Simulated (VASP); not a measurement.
# MgS (Fm-3m) in VASP: further runs

The runs below take MgS through relaxation of cell and atoms, with r2SCAN.

Everything below comes from runs of VASP 6.6.1. Logs are shortened: lines on timing, memory, paths and dates and some standing lists are left out, and cuts for length are marked.

### 1 The cell of the first run

It takes space group Fm-3m (No. 225, cubic). Conventional cell: a = 5.203 Å, b = 5.203 Å, c = 5.203 Å, α = 90.00°, β = 90.00°, γ = 90.00°. Mg (site symmetry m-3m) has 6 S at 2.60 Å within 3.4 Å. Within 3.4 Å of S (site symmetry m-3m) lie 6 Mg at 2.60 Å.

### 2 Relaxation of cell and atoms, r2SCAN, target pressure 4 GPa, at which the enthalpy is minimised

Contents of POSCAR:

```
MgS
1.0
    2.6016500000      2.6016500000      0.0000000000
   -2.6016500000      2.6016500000      0.0000000000
    0.0000000000      2.6016500000      2.6016500000
Mg S
1 1
Direct
    0.0000000000      0.0000000000      0.0000000000
    0.5000000000      0.5000000000      0.0000000000
```

Contents of INCAR.step1:

```
SYSTEM = MgS
PREC = Accurate
ENCUT = 600
ISMEAR = 0
SIGMA = 0.01
LREAL = .False.
LASPH = .True.
NELM = 100
GGA = PE
ALGO = Normal
EDIFF = 1E-4
LWAVE = .True.
LCHARG = .False.
```

Contents of INCAR.step2:

```
SYSTEM = MgS
PREC = Accurate
ENCUT = 600
EDIFF = 1E-6
ISMEAR = 0
SIGMA = 0.01
LREAL = .False.
LASPH = .True.
NELM = 100
ALGO = Normal
ISIF = 3
LWAVE = .False.
LCHARG = .False.
METAGGA = R2SCAN
LMIXTAU = .True.
IBRION = 2
NSW = 100
EDIFFG = -0.002
PSTRESS = 40.0
ISTART = 1
```

Contents of KPOINTS:

```
regular mesh
0
Gamma
  8 8 8
  0 0 0
```

Potentials or basis: VASP PAW PBE potentials, release 64 (Mg, S).

Launch:

```
cat potpaw_PBE.64/Mg/POTCAR potpaw_PBE.64/S/POTCAR > POTCAR
cp INCAR.step1 INCAR
mpirun -np 1 vasp_std > vasp.out
cp INCAR.step2 INCAR
mpirun -np 1 vasp_std > vasp.out
```

OUTCAR:

```text
SYSTEM = MgS
   PREC = Accurate
   ENCUT = 600
   EDIFF = 1E-6
   ISMEAR = 0
   LREAL = .False.
   LASPH = .True.
   NELM = 100
   ISIF = 3
   METAGGA = R2SCAN
   IBRION = 2
   NSW = 100
   EDIFFG = -0.002
   PSTRESS = 40.0
   ISTART = 1

 ion  position               nearest neighbor table
   1  0.000  0.000  0.000-   2 2.60   2 2.60   2 2.60   2 2.60   2 2.60   2 2.60
   2  0.500  0.500  0.000-   1 2.60   1 2.60   1 2.60   1 2.60   1 2.60   1 2.60

  LATTYP: Found a face centered cubic cell.
 ALAT       =     5.2033000000

  Lattice vectors:

 A1 = (   0.0000000000,   2.6016500000,   2.6016500000)
 A2 = (   2.6016500000,   0.0000000000,   2.6016500000)
 A3 = (   2.6016500000,   2.6016500000,   0.0000000000)

Analysis of symmetry for initial positions (statically):
=====================================================================
 Subroutine PRICEL returns:
 Original cell was already a primitive cell.

 Routine SETGRP: Setting up the symmetry group for a
 face centered cubic supercell.

 Subroutine GETGRP returns: Found 48 space group operations
 (whereof 48 operations were pure point group operations)
 out of a pool of 48 trial point group operations.

The static configuration has the point symmetry O_h .

Analysis of symmetry for dynamics (positions and initial velocities):
=====================================================================
 Subroutine PRICEL returns:
 Original cell was already a primitive cell.

 Routine SETGRP: Setting up the symmetry group for a
 face centered cubic supercell.

 Subroutine GETGRP returns: Found 48 space group operations
 (whereof 48 operations were pure point group operations)
 out of a pool of 48 trial point group operations.

The dynamic configuration has the point symmetry O_h .

 Subroutine INISYM returns: Found 48 space group operations
 (whereof 48 operations are pure point group operations),
 and found     1 'primitive' translations

----------------------------------------------------------------------------------------

                                     Primitive cell

  volume of cell :      35.2190

  direct lattice vectors                    reciprocal lattice vectors
     2.601650000  2.601650000  0.000000000     0.192185728  0.192185728 -0.192185728
    -2.601650000  2.601650000  0.000000000    -0.192185728  0.192185728 -0.192185728
     0.000000000  2.601650000  2.601650000     0.000000000  0.000000000  0.384371457

  length of vectors
     3.679288715  3.679288715  3.679288715     0.332875446  0.332875446  0.384371457

  position of ions in fractional coordinates (direct lattice)
     0.000000000  0.000000000  0.000000000
     0.500000000  0.500000000  0.000000000

  ion indices of the primitive-cell ions
   primitive index   ion index
                 1           1
                 2           2

----------------------------------------------------------------------------------------

 KPOINTS: regular mesh

Automatic generation of k-mesh.
 Grid dimensions read from file:
 generate k-points for:    8    8    8

 Generating k-lattice:

  Cartesian coordinates                     Fractional coordinates (reciprocal lattice)
     0.024023216  0.024023216 -0.024023216     0.125000000  0.000000000  0.000000000
    -0.024023216  0.024023216 -0.024023216     0.000000000  0.125000000  0.000000000
     0.000000000  0.000000000  0.048046432     0.000000000  0.000000000  0.125000000

  Length of vectors
     0.041609431  0.041609431  0.048046432

  Shift w.r.t. Gamma in fractional coordinates (k-lattice)
     0.000000000  0.000000000  0.000000000

 Subroutine IBZKPT returns following result:
 ===========================================

 Found     29 irreducible k-points:

 Following reciprocal coordinates:
            Coordinates               Weight
  0.000000  0.000000  0.000000      1.000000
  0.125000  0.000000  0.000000      8.000000
  0.250000  0.000000  0.000000      8.000000
  0.375000  0.000000  0.000000      8.000000
  0.500000  0.000000  0.000000      4.000000
  0.125000  0.125000  0.000000     12.000000
[... 16 lines left out ...]
  0.375000  0.250000  0.125000     48.000000
  0.500000  0.250000  0.125000     24.000000
 [... further k-points ...]
   k-points           NKPTS =     29   k-points in BZ     NKDIM =     29   number of bands    NBANDS=      8
   number of dos      NEDOS =    301   number of ions     NIONS =      2
   total plane-waves  NPLWV =  27000
   dimension x,y,z NGX =    30 NGY =   30 NGZ =   30
   dimension x,y,z NGXF=    60 NGYF=   60 NGZF=   60
   ions per type =               1   1
   NGX,Y,Z   is equivalent  to a cutoff of  13.56, 13.56, 13.56 a.u.
   NGXF,Y,Z  is equivalent  to a cutoff of  27.11, 27.11, 27.11 a.u.
 SYSTEM =  MgS
   PREC   = accura    normal or accurate (medium, high low for compatibility)
   ISTART =      1    job   : 0-new  1-cont  2-samecut
   ICHARG =      0    charge: 1-file 2-atom 10-const
   ISPIN  =      1    spin polarized calculation?
   LNONCOLLINEAR =      F non collinear calculations
   LSORBIT =      F    spin-orbit coupling
   LASPH  =      T    aspherical Exc in radial PAW
   ENCUT  =  600.0 eV  44.10 Ry    6.64 a.u.   7.35  7.35  7.35*2*pi/ulx,y,z
   NELM   =    100;   NELMIN=  2; NELMDL=  0     # of ELM steps
   EDIFF  = 0.1E-05   stopping-criterion for ELM
   LREAL  =      F    real-space projection
   EDIFFG = -.2E-02   stopping-criterion for IOM
   NSW    =    100    number of steps for IOM
   IBRION =      2    ionic relax: 0-MD 1-quasi-New 2-CG
   NFREE  =      1    steps in history (QN), initial steepest desc. (CG)
   ISIF   =      3    stress and relaxation
   ISYM   =      2    0-nonsym 1-usesym 2-fastsym
   POTIM  = 0.5000    time-step for ionic-motion
   TEBEG  =    0.0;   TEEND  =   0.0 temperature during run
   PSTRESS=   40.0 pullay stress
   NELECT =       8.0000    total number of electrons
   NUPDOWN=      -1.0000    fix difference up-down
   EMIN   =  10.00;   EMAX   =-10.00  energy-range for DOS
   EFERMI =   0.00;   METHOD = LEGACY
   ISMEAR =     0;   SIGMA  =   0.01  broadening in eV -4-tet -1-fermi 0-gaus
   EFERMI_NEDOS =   21; number of points for ismear=-14 and -15
   IALGO  =     38    algorithm
   IMIX   =      4    mixing-type and parameters
     AMIX     =   0.40;   BMIX     =  1.00
     AMIX_MAG =   1.60;   BMIX_MAG =  1.00
  volume/ion in A,a.u.               =      17.61       118.83
  Fermi-wavevector in a.u.,A,eV,Ry     =   0.998878  1.887606 13.575323  0.997758
  Thomas-Fermi vector in A             =   2.131131
   LORBIT       =      0    0 simple, 1 ext, 2 COOP (PROOUT), +10 PAW based schemes
   METAGGA = R2SCAN    functional components
   LHFCALC =     F    Hartree Fock is set to
   AEXX    =    0.0000 exact exchange contribution
   IVDW    =     0    specifies the selected vdW correction
   LEPSILON=     F    determine dielectric tensor
   LRPA    =     F    only Hartree local field effects (RPA)
 conjugate gradient relaxation of ions
 non-spin polarized calculation
 Gauss-broadening in eV      SIGMA  =   0.01
  energy-cutoff  :      600.00
  volume of cell :       35.22
 maximum number of plane-waves:      1211
 NGX is ok and might be reduce to    30
   NGX = 15   NGY = 15   NGZ = 15

--------------------------------------- Ionic step        1  -------------------------------------------

 number of electron       7.9999999 magnetization

 Free energy of the ion-electron system (eV)
  ---------------------------------------------------
  ext. energy  EPLUGINS =         0.00000000
  ---------------------------------------------------
  free energy    TOTEN  =       -15.51097856 eV

  energy without entropy =      -15.51097856  energy(sigma->0) =      -15.51097856

------------------------ aborting loop because EDIFF is reached ----------------------------------------

  FORCE on cell =-STRESS in cart. coord.  units (eV):
  Direction    XX          YY          ZZ          XY          YZ          ZX
  --------------------------------------------------------------------------------------
  -------------------------------------------------------------------------------------
  Total       -0.0990822     -0.0990822     -0.0990822      0.0000000      0.0000000     -0.0000000
  in kB       -4.5074356     -4.5074356     -4.5074356      0.0000000      0.0000000     -0.0000000
  external PRESSURE =     -44.5074356 kB  Pullay stress =      40.0000000 kB
[... 61 lines left out ...]
  enthalpy is  TOTEN    =       -14.6525943135 eV   P V=        0.8184840369

--------------------------------------- Ionic step        3  -------------------------------------------

 number of electron       8.0000001 magnetization

 Free energy of the ion-electron system (eV)
  ---------------------------------------------------
  ext. energy  EPLUGINS =         0.00000000
  ---------------------------------------------------
  free energy    TOTEN  =       -15.49267188 eV

  energy without entropy =      -15.49267188  energy(sigma->0) =      -15.49267188

 E-fermi :   4.0676     XC(G=0): -10.3179

 val. band max:        3.9586376513   @ k =   0.0000   0.0000   0.0000
 cond. band min:       7.5005334473   @ k =   0.5000   0.5000   0.0000
 fundamental gap:      3.5418957960
 Fermi energy:         4.0675540814

 k-point     1 :       0.0000    0.0000    0.0000
  band No.  band energies     occupation
      1      -9.5331      2.00000
      2       3.9586      2.00000
      3       3.9586      2.00000
      4       3.9586      2.00000
      5       9.0160      0.00000
      6      12.4481      0.00000
      7      12.4481      0.00000
      8      12.4481      0.00000
[... 243 lines left out ...]
 k-point    24 :       0.5000    0.2500    0.1250
  band No.  band energies     occupation
      1      -7.8407      2.00000
      2      -0.6504      2.00000
      3       1.6342      2.00000
      4       2.6870      2.00000
      5      10.2949      0.00000
      6      10.8391      0.00000
      7      13.2217      0.00000
      8      14.4329      0.00000

 [... further k-points ...]

------------------------ aborting loop because EDIFF is reached ----------------------------------------

  FORCE on cell =-STRESS in cart. coord.  units (eV):
  Direction    XX          YY          ZZ          XY          YZ          ZX
  --------------------------------------------------------------------------------------
  -------------------------------------------------------------------------------------
  Total        0.8387990      0.8387990      0.8387990     -0.0000000     -0.0000000      0.0000000
  in kB       40.1510303     40.1510303     40.1510303     -0.0000000     -0.0000000      0.0000000
  external PRESSURE =       0.1510303 kB  Pullay stress =      40.0000000 kB
[... 17 lines left out ...]
  FREE ENERGIE OF THE ION-ELECTRON SYSTEM (eV)
  ---------------------------------------------------
  free  energy   TOTEN  =       -15.4926718754 eV

  energy  without entropy=      -15.4926718754  energy(sigma->0) =      -15.49267188

  enthalpy is  TOTEN    =       -14.6570280665 eV   P V=        0.8356438089

 reached required accuracy - stopping structural energy minimisation
```

It took 2.3 min on 1 thread of Intel Xeon Platinum 8259CL at 2.50GHz (Skylake/Cascade Lake), shared host; peak memory 0.19 GiB.

What came out:

```
Free energy                                                : -15.4927 eV
Relaxed volume                                             : 16.74 Å³/atom
Relaxed cell                                               : a = 3.617 Å, b = 3.617 Å, c = 3.617 Å, α = 60.00°, β = 60.00°, γ = 90.00°
Space group after relaxing (to 0.1 Å)                      : Fm-3m (No. 225)
Energy change on relaxing (the run minimises the enthalpy) : +9.2 meV/atom
Ionic steps                                                : 3
Pressure after relaxing                                    : 4.0 GPa
Band gap on the k mesh                                     : 3.54 eV (least direct gap 5.06 eV)
```

The path:
| step | energy change (eV) | largest force (eV/Å) | pressure (GPa) | volume (Å³) |
| --- | --- | --- | --- | --- |
| 1 | 0.0000 | 0.0000 | -0.45 | 35.22 |
| 2 | 0.0399 | 0.0000 | 6.11 | 32.78 |
| 3 | 0.0183 | 0.0000 | 4.02 | 33.47 |

Final structure:
```
Mg S
1.0
     2.55788    2.55788    0.00000
    -2.55788    2.55788    0.00000
     0.00000    2.55788    2.55788
Mg S
1 1
Direct
  0.00000 0.00000 0.00000
  0.50000 0.50000 0.00000
```

Levels at points of the mesh, in eV from the valence-band top:
```
           k point  band 2  band 3  band 4  band 5  band 6  band 7
(0.00, 0.00, 0.00)    0.00    0.00    0.00    5.06    8.49    8.49
(0.50, 0.00, 0.00)   -5.16   -0.68   -0.68    5.29    7.56    7.56
(0.50, 0.50, 0.00)   -4.55   -1.85   -1.85    3.54    4.76   13.64
```

Caveat: the cell is relaxed towards a set pressure, so the run minimises the enthalpy, not the energy; the PAW data sets were made with another functional, which shifts forces and pressure a little.

### 3 Relaxation of cell and atoms, r2SCAN, target pressure 7 GPa, at which the enthalpy is minimised

POSCAR is that of step 2.

Contents of INCAR.step1:

```
  PREC = Accurate
  ENCUT = 600
  ISMEAR = 0
  SIGMA = 0.01
  LREAL = F
  LASPH = T
  NELM = 100
  GGA = PE
  ALGO = Normal
  EDIFF = 1E-4
  LWAVE = T
  LCHARG = F
```

Contents of INCAR.step2:

```
  PREC = Accurate
  ENCUT = 600
  EDIFF = 1E-6
  ISMEAR = 0
  SIGMA = 0.01
  LREAL = F
  LASPH = T
  NELM = 100
  ALGO = Normal
  ISIF = 3
  LWAVE = F
  LCHARG = F
  METAGGA = R2SCAN
  LMIXTAU = T
  IBRION = 2
  NSW = 100
  EDIFFG = -0.002
  PSTRESS = 70.0
  ISTART = 1
```

Contents of KPOINTS:

```
regular mesh
0
Gamma
  8 8 8
```

Potentials or basis: VASP PAW PBE potentials, release 64 (Mg, S).

Launch:

```
cat potpaw_PBE.64/Mg/POTCAR potpaw_PBE.64/S/POTCAR > POTCAR
cp INCAR.step1 INCAR
mpirun -np 1 vasp_std > vasp.out
cp INCAR.step2 INCAR
mpirun -np 1 vasp_std > vasp.out
```

Wall time 2.3 min (1 thread of Intel Xeon Platinum 8259CL at 2.50GHz (Skylake/Cascade Lake), shared host); peak memory 0.19 GiB.

It converged, with:

```
Free energy                                                : -15.4598 eV
Relaxed volume                                             : 16.25 Å³/atom
Relaxed cell                                               : a = 3.582 Å, b = 3.582 Å, c = 3.582 Å, α = 60.00°, β = 60.00°, γ = 90.00°
Space group after relaxing (to 0.1 Å)                      : Fm-3m (No. 225)
Energy change on relaxing (the run minimises the enthalpy) : +25.6 meV/atom
Ionic steps                                                : 3
Pressure after relaxing                                    : 7.0 GPa
Band gap on the k mesh                                     : 3.60 eV (least direct gap 5.32 eV)
```

Step by step:
| step | energy change (eV) | largest force (eV/Å) | pressure (GPa) | volume (Å³) |
| --- | --- | --- | --- | --- |
| 1 | 0.0000 | 0.0000 | -0.45 | 35.22 |
| 2 | 0.1267 | 0.0000 | 11.78 | 31.21 |
| 3 | 0.0511 | 0.0000 | 7.01 | 32.51 |

Final structure:
```
Mg S
1.0
     2.53312    2.53312    0.00000
    -2.53312    2.53312    0.00000
     0.00000    2.53312    2.53312
Mg S
1 1
Direct
  0.00000 0.00000 0.00000
  0.50000 0.50000 0.00000
```

Levels at points of the mesh, in eV from the valence-band top:
```
           k point  band 1  band 2  band 3  band 4  band 5  band 6  band 7  band 8
(0.00, 0.00, 0.00)  -13.68    0.00    0.00    0.00    5.32    8.46    8.46    8.46
(0.50, 0.00, 0.00)  -12.13   -5.33   -0.72   -0.72    5.33    7.59    7.59   12.14
(0.50, 0.50, 0.00)  -11.68   -4.72   -1.92   -1.92    3.60    4.66   13.72   14.00
```

Caveat: the cell is relaxed towards a set pressure, so the run minimises the enthalpy, not the energy; the PAW data sets were made with another functional, which shifts forces and pressure a little. A k mesh can miss the band edges.

### 4 Relaxation of cell and atoms, r2SCAN, target pressure 10 GPa, at which the enthalpy is minimised

POSCAR is that of step 3.

Contents of INCAR.step1:

```
  PREC = Accurate
  ENCUT = 600
  ISMEAR = 0
  SIGMA = 0.01
  LREAL = False
  LASPH = True
  NELM = 60
  GGA = PE
  ALGO = Normal
  EDIFF = 1E-4
  LWAVE = True
  LCHARG = False
```

Contents of INCAR.step2:

```
  PREC = Accurate
  ENCUT = 600
  EDIFF = 1E-6
  ISMEAR = 0
  SIGMA = 0.01
  LREAL = False
  LASPH = True
  NELM = 60
  ALGO = Normal
  ISIF = 3
  LWAVE = False
  LCHARG = False
  METAGGA = R2SCAN
  LMIXTAU = True
  IBRION = 2
  NSW = 100
  EDIFFG = -0.002
  PSTRESS = 100.0
  ISTART = 1
```

KPOINTS is that of step 3.

Launch:

```
cat potpaw_PBE.64/Mg/POTCAR potpaw_PBE.64/S/POTCAR > POTCAR
cp INCAR.step1 INCAR
mpirun -np 1 vasp_std > vasp.out
cp INCAR.step2 INCAR
mpirun -np 1 vasp_std > vasp.out
```

Run time: 3.5 min. Hardware: 1 thread of Intel Xeon Platinum 8259CL at 2.50GHz (Skylake/Cascade Lake), shared host; peak memory 0.19 GiB.

Results (log left out):

| Quantity | Value |
| --- | --- |
| Free energy | -15.4151 eV |
| Relaxed volume | 15.83 Å³/atom |
| Relaxed cell | a = 3.551 Å, b = 3.551 Å, c = 3.551 Å, α = 60.00°, β = 60.00°, γ = 90.00° |
| Space group after relaxing (to 0.1 Å) | Fm-3m (No. 225) |
| Energy change on relaxing (the run minimises the enthalpy) | +48.0 meV/atom |
| Ionic steps | 6 |
| Pressure after relaxing | 10.0 GPa |
| Band gap on the k mesh | 3.66 eV (least direct gap 5.57 eV) |

Step by step:
```csv
step,energy change (eV),largest force (eV/Å),pressure (GPa),volume (Å³)
1,0.0000,0.0000,-0.45,35.22
2,0.2705,0.0000,18.71,29.68
3,0.0951,0.0000,9.96,31.68
4,0.0994,0.0000,10.22,31.61
5,0.0936,0.0000,9.87,31.70
6,0.0959,0.0000,10.01,31.66
```

Final structure:
```yaml
crystal:
  lattice:
    - [2.51092, 2.51092, 0.00000]
    - [-2.51092, 2.51092, 0.00000]
    - [0.00000, 2.51092, 2.51092]
  atoms:
    - { symbol: Mg, position: [0.00000, 0.00000, 0.00000] }
    - { symbol: S, position: [0.50000, 0.50000, 0.00000] }
```

Levels at points of the mesh, in eV from the valence-band top:
| k point | band 2 | band 3 | band 4 | band 5 | band 6 | band 7 |
| --- | --- | --- | --- | --- | --- | --- |
| (0.00, 0.00, 0.00) | 0.00 | 0.00 | 0.00 | 5.57 | 8.43 | 8.43 |
| (0.50, 0.00, 0.00) | -5.49 | -0.76 | -0.76 | 5.37 | 7.61 | 7.61 |
| (0.50, 0.50, 0.00) | -4.88 | -1.99 | -1.99 | 3.66 | 4.56 | 13.80 |

Caveat: the cell is relaxed towards a set pressure, so the run minimises the enthalpy, not the energy; the PAW data sets were made with another functional, which shifts forces and pressure a little. A k mesh can miss the band edges.

### 5 Overview

| cell | gap on the mesh (eV) | pressure (GPa) |
| --- | --- | --- |
| relaxed to 4 GPa | 3.54 | 4.0 |
| relaxed to 7 GPa | 3.60 | 7.0 |
| relaxed to 10 GPa | 3.66 | 10.0 |

Alike in all rows: task relaxation of cell and atoms; level r2SCAN; potentials or basis VASP PAW PBE potentials, release 64 (Mg, S); no spin polarisation; k mesh 8 × 8 × 8; cutoff (eV) 600; smearing gaussian 0.01 eV.

Caveats: the cell is relaxed towards a set pressure, so the run minimises the enthalpy, not the energy; the PAW data sets were made with another functional, which shifts forces and pressure a little.

Total energies depend on the potentials used, so only differences within one code and one set of settings carry meaning.
